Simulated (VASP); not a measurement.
K: single point with r2SCAN

K:

```
K
1.0
     4.31044    0.00000    0.00000
     0.00000    4.31044    0.00000
     0.00000    0.00000    4.66605
K
1
Cartesian
  0.0000 0.0000 0.0000
```

This cell differs from its parent crystal: normal strain along x +0.0000, normal strain along z +0.0825.

```yaml
Program: VASP 6.6.1
Task: single point
Functional: r2SCAN
Potentials_or_basis: VASP PAW PBE potentials, release 64 (K_sv)
Cutoff: 520 eV
k_mesh: 10 × 10 × 10
Occupations: gaussian, width 0.15 eV
Spin: no spin polarisation
```

- Pressure: -0.2 GPa

Stress tensor (GPa, compression positive):
```
 0.01  0.00  0.00
 0.00  0.01  0.00
 0.00  0.00 -0.61
```

Levels at points of the mesh, in eV from the Fermi level:
| k point | band 1 | band 2 | band 3 | band 4 | band 5 | band 6 | band 7 | band 8 | band 9 |
| --- | --- | --- | --- | --- | --- | --- | --- | --- | --- |
| (0.00, 0.00, 0.00) | -33.98 | -16.65 | -16.65 | -16.65 | -2.10 | 3.02 | 3.28 | 5.68 | 6.41 |
| (0.50, 0.00, 0.00) | -33.98 | -16.73 | -16.64 | -16.64 | 0.15 | 0.22 | 3.86 | 4.54 | 5.11 |
| (0.50, 0.50, 0.00) | -33.97 | -16.72 | -16.72 | -16.64 | 1.24 | 2.40 | 2.40 | 2.63 | 5.13 |
| (0.00, 0.00, 0.50) | -33.98 | -16.69 | -16.65 | -16.65 | -0.19 | -0.11 | 3.74 | 5.26 | 5.26 |
| (0.50, 0.00, 0.50) | -33.98 | -16.72 | -16.68 | -16.64 | 1.19 | 1.96 | 2.12 | 2.23 | 5.42 |
| (0.50, 0.50, 0.50) | -33.97 | -16.71 | -16.71 | -16.67 | 2.24 | 2.59 | 2.59 | 4.39 | 4.39 |

Run time: 7.8 min on 1 thread of Intel(R) Xeon(R) Platinum 8259CL CPU @ 2.50GHz (Skylake/Cascade Lake) (shared host), peak memory 0.25 GiB.

Caveat: the cell differs from its parent crystal (normal strain along x +0.0000, normal strain along z +0.0825); the PAW data sets were made with another functional, which shifts forces and pressure a little.
